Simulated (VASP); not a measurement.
# HPbNO4 (P1) in VASP: further runs

HPbNO4 is run at these levels: PBE, HSE06, PBEsol, PBEsol+D3(BJ); tasks: single point.

Everything below comes from runs of VASP 6.6.1. Logs are shortened: lines on timing, memory, paths and dates and some standing lists are left out, and cuts for length are marked.

### 1 The cell of the first run

The typed cell holds 7 atoms: a = 3.858 Å, b = 5.535 Å, c = 6.055 Å, α = 106.62°, β = 93.97°, γ = 90.45°.

### 2 Single point, PBE

Contents of INCAR:

```
PREC = Accurate
ENCUT = 520
EDIFF = 1E-6
ISMEAR = -1
SIGMA = 0.05
LREAL = F
LASPH = T
NELM = 60
ALGO = Normal
ISIF = 2
LWAVE = F
LCHARG = F
GGA = PE
NBANDS = 31
```

Contents of KPOINTS:

```
Automatic mesh
0
Gamma
  4 2 2
```

Contents of POSCAR:

```
HPbNO4
1.0
    3.8540400000      0.1438400000      0.0901200000
   -0.2532000000      5.5269800000      0.1647100000
   -0.4819700000     -1.9272000000      5.7202500000
H Pb N O
1 1 1 4
Direct
    0.1091300000      0.6571800000      0.5446300000
    0.6102900000      0.5212700000      0.1510000000
    0.9158000000      0.9626300000      0.9586700000
    0.0138400000      0.1363900000      0.8808400000
    0.7239800000      0.0105700000      0.1285800000
    0.0038900000      0.7373200000      0.8704300000
    0.1192700000      0.5932400000      0.3765100000
```

Potentials or basis: VASP PAW PBE potentials, release 64 (H, Pb_d, N, O).

The run is started by

```
> cat potpaw_PBE.64/H/POTCAR potpaw_PBE.64/Pb_d/POTCAR potpaw_PBE.64/N/POTCAR potpaw_PBE.64/O/POTCAR > POTCAR
> mpirun -np 1 vasp_std > vasp.out
```

OUTCAR:

```text
PREC = Accurate
   ENCUT = 520
   EDIFF = 1E-6
   ISMEAR = -1
   LREAL = F
   LASPH = T
   NELM = 60
   ISIF = 2
   GGA = PE

 ion  position               nearest neighbor table
   1  0.109  0.657  0.545-   7 0.98
   2  0.610  0.521  0.151-   7 2.28   7 2.38   5 2.78   5 2.83   4 2.84   6 2.85
   3  0.916  0.963  0.959-   4 1.25   6 1.27   5 1.28
   4  0.014  0.136  0.881-   3 1.25   2 2.84
   5  0.724  0.011  0.129-   3 1.28   2 2.78   2 2.83
   6  0.004  0.737  0.870-   3 1.27   2 2.85
   7  0.119  0.593  0.377-   1 0.98   2 2.28   2 2.38

  LATTYP: Found a triclinic cell.
 ALAT       =     6.9506566964
 B/A-ratio  =     0.5550232440
 C/A-ratio  =     0.7963604173
 COS(alpha) =     0.0077737674
 COS(beta)  =     0.2535091708
 COS(gamma) =     0.4946358889

  Lattice vectors:

 A1 = (  -3.3720700000,   1.7833600000,  -5.8103700000)
 A2 = (  -3.8540400000,  -0.1438400000,  -0.0901200000)
 A3 = (  -0.2532000000,   5.5269800000,   0.1647100000)

Analysis of symmetry for initial positions (statically):
=====================================================================
 Subroutine PRICEL returns:
 Original cell was already a primitive cell.

 Routine SETGRP: Setting up the symmetry group for a
 triclinic supercell.

 Subroutine GETGRP returns: Found  1 space group operations
 (whereof  1 operations were pure point group operations)
 out of a pool of  2 trial point group operations.

The static configuration has the point symmetry C_1 .

Analysis of symmetry for dynamics (positions and initial velocities):
=====================================================================
 Subroutine PRICEL returns:
 Original cell was already a primitive cell.

 Routine SETGRP: Setting up the symmetry group for a
 triclinic supercell.

 Subroutine GETGRP returns: Found  1 space group operations
 (whereof  1 operations were pure point group operations)
 out of a pool of  2 trial point group operations.

The dynamic configuration has the point symmetry C_1 .

 Subroutine INISYM returns: Found  1 space group operations
 (whereof  1 operations are pure point group operations),
 and found     1 'primitive' translations

----------------------------------------------------------------------------------------

                                     Primitive cell

  volume of cell :     123.5525

  direct lattice vectors                    reciprocal lattice vectors
     3.854040000  0.143840000  0.090120000     0.258457951  0.011080161  0.025509840
    -0.253200000  5.526980000  0.164710000    -0.008065233  0.178786348  0.059555063
    -0.481970000 -1.927200000  5.720250000    -0.003839658 -0.005322572  0.172700798

  length of vectors
     3.857776028  5.535227867  6.055382315     0.259950062  0.188617103  0.172825456

  position of ions in fractional coordinates (direct lattice)
     0.109130000  0.657180000  0.544630000
     0.610290000  0.521270000  0.151000000
     0.915800000  0.962630000  0.958670000
     0.013840000  0.136390000  0.880840000
     0.723980000  0.010570000  0.128580000
     0.003890000  0.737320000  0.870430000
     0.119270000  0.593240000  0.376510000

  ion indices of the primitive-cell ions
   primitive index   ion index
                 1           1
                 2           2
                 3           3
                 4           4
                 5           5
                 6           6
                 7           7

----------------------------------------------------------------------------------------

 KPOINTS: Automatic mesh

Automatic generation of k-mesh.
 Grid dimensions read from file:
 generate k-points for:    4    2    2

 Generating k-lattice:

  Cartesian coordinates                     Fractional coordinates (reciprocal lattice)
     0.064614488  0.002770040  0.006377460     0.250000000  0.000000000  0.000000000
    -0.004032616  0.089393174  0.029777532     0.000000000  0.500000000  0.000000000
    -0.001919829 -0.002661286  0.086350399    -0.000000000 -0.000000000  0.500000000

  Length of vectors
     0.064987515  0.094308552  0.086412728

  Shift w.r.t. Gamma in fractional coordinates (k-lattice)
     0.000000000  0.000000000  0.000000000

 Subroutine IBZKPT returns following result:
 ===========================================

 Found     12 irreducible k-points:

 Following reciprocal coordinates:
            Coordinates               Weight
  0.000000  0.000000  0.000000      1.000000
  0.250000  0.000000  0.000000      2.000000
  0.500000  0.000000  0.000000      1.000000
  0.000000  0.500000  0.000000      1.000000
  0.250000  0.500000  0.000000      2.000000
  0.500000  0.500000  0.000000      1.000000
 -0.000000 -0.000000  0.500000      1.000000
  0.250000 -0.000000  0.500000      2.000000
  0.500000  0.000000  0.500000      1.000000
  0.000000  0.500000  0.500000      1.000000
  0.250000  0.500000  0.500000      2.000000
  0.500000  0.500000  0.500000      1.000000
   k-points           NKPTS =     12   k-points in BZ     NKDIM =     12   number of bands    NBANDS=     31
   number of dos      NEDOS =    301   number of ions     NIONS =      7
   total plane-waves  NPLWV =  60480
   dimension x,y,z NGX =    30 NGY =   42 NGZ =   48
   dimension x,y,z NGXF=    60 NGYF=   84 NGZF=   96
   ions per type =               1   1   1   4
   NGX,Y,Z   is equivalent  to a cutoff of  12.93, 12.61, 13.18 a.u.
   NGXF,Y,Z  is equivalent  to a cutoff of  25.86, 25.23, 26.36 a.u.
 SYSTEM =  unknown system
   PREC   = accura    normal or accurate (medium, high low for compatibility)
   ISTART =      0    job   : 0-new  1-cont  2-samecut
   ICHARG =      2    charge: 1-file 2-atom 10-const
   ISPIN  =      1    spin polarized calculation?
   LNONCOLLINEAR =      F non collinear calculations
   LSORBIT =      F    spin-orbit coupling
   LASPH  =      T    aspherical Exc in radial PAW
   ENCUT  =  520.0 eV  38.22 Ry    6.18 a.u.   7.17 10.29 11.26*2*pi/ulx,y,z
   NELM   =     60;   NELMIN=  2; NELMDL= -5     # of ELM steps
   EDIFF  = 0.1E-05   stopping-criterion for ELM
   LREAL  =      F    real-space projection
   EDIFFG = 0.1E-04   stopping-criterion for IOM
   NSW    =      0    number of steps for IOM
   IBRION =     -1    ionic relax: 0-MD 1-quasi-New 2-CG
   NFREE  =      0    steps in history (QN), initial steepest desc. (CG)
   ISIF   =      2    stress and relaxation
   ISYM   =      2    0-nonsym 1-usesym 2-fastsym
   POTIM  = 0.5000    time-step for ionic-motion
   TEBEG  =    0.0;   TEEND  =   0.0 temperature during run
   PSTRESS=    0.0 pullay stress
   NELECT =      44.0000    total number of electrons
   NUPDOWN=      -1.0000    fix difference up-down
   EMIN   =  10.00;   EMAX   =-10.00  energy-range for DOS
   EFERMI =   0.00;   METHOD = LEGACY
   ISMEAR =    -1;   SIGMA  =   0.05  broadening in eV -4-tet -1-fermi 0-gaus
   EFERMI_NEDOS =   21; number of points for ismear=-14 and -15
   IALGO  =     38    algorithm
   IMIX   =      4    mixing-type and parameters
     AMIX     =   0.40;   BMIX     =  1.00
     AMIX_MAG =   1.60;   BMIX_MAG =  1.00
  volume/ion in A,a.u.               =      17.65       119.11
  Fermi-wavevector in a.u.,A,eV,Ry     =   1.160402  2.192842 18.320693  1.346533
  Thomas-Fermi vector in A             =   2.296985
   LORBIT       =      0    0 simple, 1 ext, 2 COOP (PROOUT), +10 PAW based schemes
   GGA     = PE    functional components
   LHFCALC =     F    Hartree Fock is set to
   AEXX    =    0.0000 exact exchange contribution
   IVDW    =     0    specifies the selected vdW correction
   LEPSILON=     F    determine dielectric tensor
   LRPA    =     F    only Hartree local field effects (RPA)
 non-spin polarized calculation
  energy-cutoff  :      520.00
  volume of cell :      123.55
 maximum number of plane-waves:      3350
 NGX is ok and might be reduce to    30
   NGX = 15   NGY = 21   NGZ = 23

 number of electron      44.0000005 magnetization

 Free energy of the ion-electron system (eV)
  ---------------------------------------------------
  ext. energy  EPLUGINS =         0.00000000
  ---------------------------------------------------
  free energy    TOTEN  =       -40.38411142 eV

  energy without entropy =      -40.38411141  energy(sigma->0) =      -40.38411141

 E-fermi :   0.4232     XC(G=0):  -7.5537

 val. band max:       -0.6841363950   @ k =   0.5000   0.5000   0.5000
 cond. band min:       2.4287133043   @ k =   0.5000   0.0000   0.5000
 fundamental gap:      3.1128496993
 Fermi energy:         0.4231686983

 k-point     1 :       0.0000    0.0000    0.0000
  band No.  band energies     occupation
      1     -26.4394      2.00000
      2     -21.0351      2.00000
      3     -20.7865      2.00000
      4     -18.2205      2.00000
      5     -15.7791      2.00000
      6     -15.7545      2.00000
[... 23 lines left out ...]
     30       9.4222      0.00000
     31      10.0862      0.00000

 k-point     2 :       0.2500    0.0000    0.0000
  band No.  band energies     occupation
      1     -26.4211      2.00000
      2     -21.0296      2.00000
      3     -20.8095      2.00000
      4     -18.2199      2.00000
      5     -15.7813      2.00000
      6     -15.7791      2.00000
[... 23 lines left out ...]
     30       9.7500      0.00000
     31      10.3683      0.00000

 k-point     3 :       0.5000    0.0000    0.0000
  band No.  band energies     occupation
      1     -26.4027      2.00000
      2     -21.0249      2.00000
      3     -20.8323      2.00000
      4     -18.2225      2.00000
      5     -15.7872      2.00000
      6     -15.7786      2.00000
[... 295 lines left out ...]
     30      10.0461      0.00000
     31      10.6069      0.00000

 k-point    12 :       0.5000    0.5000    0.5000
  band No.  band energies     occupation
      1     -26.3998      2.00000
      2     -21.0373      2.00000
      3     -20.8248      2.00000
      4     -18.2224      2.00000
      5     -15.8044      2.00000
      6     -15.7844      2.00000
[... 23 lines left out ...]
     30       9.5623      0.00000
     31       9.8881      0.00000

------------------------ aborting loop because EDIFF is reached ----------------------------------------

  FORCE on cell =-STRESS in cart. coord.  units (eV):
  Direction    XX          YY          ZZ          XY          YZ          ZX
  --------------------------------------------------------------------------------------
  -------------------------------------------------------------------------------------
  Total        0.1536808      0.8179745      0.3214964      0.0177716      0.0250700     -0.2759538
  in kB        1.9928681     10.6071496      4.1690300      0.2304540      0.3250966     -3.5784532
  external PRESSURE =       5.5896825 kB  Pullay stress =       0.0000000 kB

 VOLUME and BASIS-vectors are now :
 -----------------------------------------------------------------------------
  energy-cutoff  :      520.00
  volume of cell :      123.55
      direct lattice vectors                 reciprocal lattice vectors
     3.854040000  0.143840000  0.090120000     0.258457951  0.011080161  0.025509840
    -0.253200000  5.526980000  0.164710000    -0.008065233  0.178786348  0.059555063
    -0.481970000 -1.927200000  5.720250000    -0.003839658 -0.005322572  0.172700798

 POSITION                                       TOTAL-FORCE (eV/Angst)
 -----------------------------------------------------------------------------------
     -0.00830      2.59831      3.23350        -0.010796     -0.002988      0.101231
      2.14732      2.67783      1.00462        -0.026176      0.000178     -0.009371
      2.82374      3.60462      5.72492        -0.053932     -0.050590      0.062620
     -0.40573     -0.94174      5.06234         0.121209      0.394171     -0.126731
      2.72560     -0.08524      0.80250        -0.171686     -0.022920      0.208798
     -0.59122      2.39822      5.10087         0.122417     -0.319104     -0.156354
      0.12800      2.57037      2.26219         0.018965      0.001254     -0.080193
 -----------------------------------------------------------------------------------
    total drift:                               -0.000559     -0.000504      0.000846

  FREE ENERGIE OF THE ION-ELECTRON SYSTEM (eV)
  ---------------------------------------------------
  free  energy   TOTEN  =       -40.3841114150 eV

  energy  without entropy=      -40.3841114150  energy(sigma->0) =      -40.38411141
```

Wall time 84 s (1 thread of Intel Xeon 8259CL, shared host); peak memory 0.25 GiB.

What came out:

* Free energy: -40.3841 eV
* Pressure: 0.6 GPa
* Largest force: 0.431 eV/Å
* Band gap on the k mesh: 3.11 eV (least direct gap 3.17 eV)

Forces in eV/Å, atoms in the order of the input:
```
H   -0.011 -0.003  0.101
Pb  -0.026  0.000 -0.009
N   -0.054 -0.051  0.063
O    0.121  0.394 -0.127
O   -0.172 -0.023  0.209
O    0.122 -0.319 -0.156
O    0.019  0.001 -0.080
```

Levels at points of the mesh, in eV from the valence-band top:
```tsv
k point	band 18	band 19	band 20	band 21	band 22	band 23	band 24	band 25	band 26	band 27
(0.00, 0.00, 0.00)	-1.91	-1.72	-1.50	-0.72	-0.43	3.45	4.35	5.81	5.99	7.84
(0.50, 0.00, 0.00)	-1.93	-1.60	-0.61	-0.47	-0.37	3.16	4.96	5.55	6.28	7.82
(0.00, 0.50, 0.00)	-1.89	-1.51	-1.16	-0.89	-0.58	3.51	4.31	4.66	7.50	7.84
(0.50, 0.50, 0.00)	-2.00	-1.61	-0.67	-0.53	-0.06	3.20	4.89	5.37	6.32	8.59
(0.00, 0.00, 0.50)	-1.75	-1.54	-1.30	-0.75	-0.41	3.27	3.79	5.79	7.15	8.34
(0.50, 0.00, 0.50)	-1.92	-1.61	-0.62	-0.51	-0.42	3.11	5.25	5.54	6.16	8.09
(0.00, 0.50, 0.50)	-1.87	-1.57	-1.03	-0.86	-0.57	3.48	4.03	4.66	7.45	7.96
(0.50, 0.50, 0.50)	-2.08	-1.58	-0.67	-0.60	0.00	3.17	4.86	5.65	6.15	8.58
```

Caveat: the k points lie up to 0.59 Å⁻¹ apart; the standard files for N, O and F lose accuracy on very short bonds; spin-orbit coupling is left out, which moves the levels of the heavy elements. A k mesh can miss the band edges.

(Continued in part 2 of 2.)
